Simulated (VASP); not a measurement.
A run of VASP 6.6.1:

The input INCAR:

```
PREC = Accurate ; ENCUT = 600
EDIFF = 1E-6 ; ISMEAR = 0
SIGMA = 0.1 ; LREAL = False
LASPH = True ; NELM = 200
ALGO = Normal ; ISIF = 2
LWAVE = False ; LCHARG = True
ISPIN = 2 ; MAGMOM = 0.86 0.86 0
LORBIT = 11 ; LMAXMIX = 4
GGA = PE ; LELF = True
LVHAR = True ; NBANDS = 22
GGA_COMPAT = False
```

File KPOINTS:

```
Automatic mesh
0
Gamma
  6 6 6
```

File POSCAR:

```
Co2Si
1.0
    3.8658700581      0.0000000000      0.0000000000
   -1.9329350290      3.3479416780      0.0000000000
    0.0000000000      0.0000000000      2.5289274938
Co Si
2 1
Direct
    0.3333333333      0.6666666667      0.5000000000
    0.6666666667      0.3333333333      0.5000000000
    0.0000000000      0.0000000000      0.0000000000
```

Potentials or basis: VASP PAW PBE potentials, release 64 (Co, Si).

Command:

```console
$ cat potpaw_PBE.64/Co/POTCAR potpaw_PBE.64/Si/POTCAR > POTCAR
$ mpirun -np 1 vasp_std > vasp.out
```

Hardware: 1 thread of AMD EPYC 9R45 96-Core Processor (Zen 5), on a shared host.

Q: How long does it take, and how much memory?

A: It took 33 s on 1 thread of AMD EPYC 9R45 96-Core Processor (Zen 5), with other jobs on the host, peak memory 0.16 GiB. Counts: scf iterations 14, k points 28.
